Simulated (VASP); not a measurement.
## Fe2O3: single point with PBE exchange alone

Fe2O3:

```
Fe O
1.0
     2.55215    1.47348    4.65108
    -2.55215    1.47348    4.65108
     0.00000   -2.94697    4.65108
Fe O
4 6
Cartesian
  0.0000 0.0000 4.9576
  0.0000 0.0000 2.0190
  0.0000 0.0000 8.9956
  0.0000 0.0000 11.9342
  0.7807 -1.5948 8.1394
  -1.7714 0.1213 8.1394
  0.9907 1.4735 8.1394
  -0.7807 1.5948 5.8138
  1.7714 -0.1213 5.8138
  -0.9907 -1.4735 5.8138
```

```json
{"Program": "VASP 6.6.1", "Task": "single point", "Functional": "PBE exchange alone", "Potentials or basis": "VASP PAW PBE potentials, release 64 (Fe, O)", "Cutoff": "600 eV", "k mesh": "7 × 7 × 7", "Occupations": "fermi-dirac, width 0.05 eV", "Spin": "collinear spin, ferromagnetic start", "Starting moments": "[3.0, 3.0, 3.0, 3.0, 0.0, 0.0, 0.0, 0.0, 0.0, 0.0] μB"}
```

The pressure is 19.4 GPa and the largest force is 0.140 eV/Å. The net moment is 18.65 μB per cell. The site moments are Fe +3.94; O +0.37 μB and the valence electrons inside the program's atomic spheres are Fe 6.70; O 5.01.

Forces on the atoms (eV/Å):
```
Fe   0.000  0.000 -0.040
Fe   0.000  0.000  0.040
Fe   0.000  0.000  0.040
Fe   0.000  0.000 -0.040
O    0.070  0.121  0.000
O    0.070 -0.121  0.000
O   -0.140  0.000  0.000
O   -0.070 -0.121  0.000
O   -0.070  0.121  0.000
O    0.140  0.000  0.000
```

Stress tensor (GPa, compression positive):
```
20.16  0.00  0.00
 0.00 20.16  0.00
 0.00  0.00 17.74
```

Levels at points of the mesh, in eV from the Fermi level:
Spin up:
```
           k point  band 41  band 42  band 43  band 44  band 45  band 46
(0.00, 0.00, 0.00)    -0.26    -0.26     0.29     0.29     3.80     7.88
```
Spin down:
```
           k point  band 22  band 23  band 24  band 25  band 26  band 27
(0.00, 0.00, 0.00)    -1.71    -1.71    -1.67     0.15     0.16     0.16
```

Run time: 9.3 min on 1 thread of Intel(R) Xeon(R) 6975P-C (Granite Rapids) (shared host), peak memory 0.63 GiB.

Caveat: the cell stands under pressure; semilocal functionals often make such compounds metallic where correlation or magnetic order opens a gap, which also shifts bond lengths; only a ferromagnetic start was run, and an antiferromagnetic order may lie lower in energy.
